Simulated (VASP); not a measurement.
Wanted: the native input for a VASP 6.6.1 run.

```yaml
Task: single point
Functional: PBE
Potentials_or_basis: VASP PAW PBE potentials, release 64 (Cs_sv, Ni, N)
Cutoff: 520 eV
k_mesh: 6 × 6 × 8
Occupations: fermi-dirac, width 0.05 eV
Spin: collinear spin, ferromagnetic start
Starting_moments: "[0.0, 1.0, 0.0] μB"
Dipole_correction: no
Further_INCAR_settings: ALGO = Normal; EDIFF = 1e-06; NBANDS = 23
```

The structure of CsNiN lies in POSCAR:

```
CsNiN
1.0
    5.3346682998      0.0000000000      0.0000000000
   -2.6673341499      4.6199582684      0.0000000000
    0.0000000000      0.0000000000      3.4280917767
Cs Ni N
1 1 1
Direct
    0.6666666667      0.3333333333      0.5000000000
    0.3333333333      0.6666666667      0.0000000000
    0.3333333333      0.6666666667      0.5000000000
```

The input as run:

INCAR

```
SYSTEM = CsNiN
PREC = Accurate
ENCUT = 520
EDIFF = 1E-6
ISMEAR = -1
SIGMA = 0.05
LREAL = .False.
LASPH = .True.
NELM = 150
ALGO = Normal
ISIF = 2
LWAVE = .False.
LCHARG = .False.
ISPIN = 2
MAGMOM = 0 1 0
LORBIT = 11
LMAXMIX = 4
GGA = PE
NBANDS = 23
```

KPOINTS

```
Automatic mesh
0
Gamma
  6 6 8
  0 0 0
```

Potentials or basis: VASP PAW PBE potentials, release 64 (Cs_sv, Ni, N).

The run is started by

```sh
$ cat potpaw_PBE.64/Cs_sv/POTCAR potpaw_PBE.64/Ni/POTCAR potpaw_PBE.64/N/POTCAR > POTCAR
$ mpirun -np 1 vasp_std > vasp.out
```

It gave:

```
Pressure                                              : 2.1 GPa
Net moment                                            : 0.32 μB per cell
Site moments                                          : Cs +0.01; Ni +0.18; N +0.07 μB
Valence electrons inside the program's atomic spheres : Cs 6.60; Ni 9.60; N 3.64
```

Run time: 95 s on 1 thread of AMD EPYC 9R45 96-Core Processor (Zen 5) (shared host), peak memory 0.27 GiB.
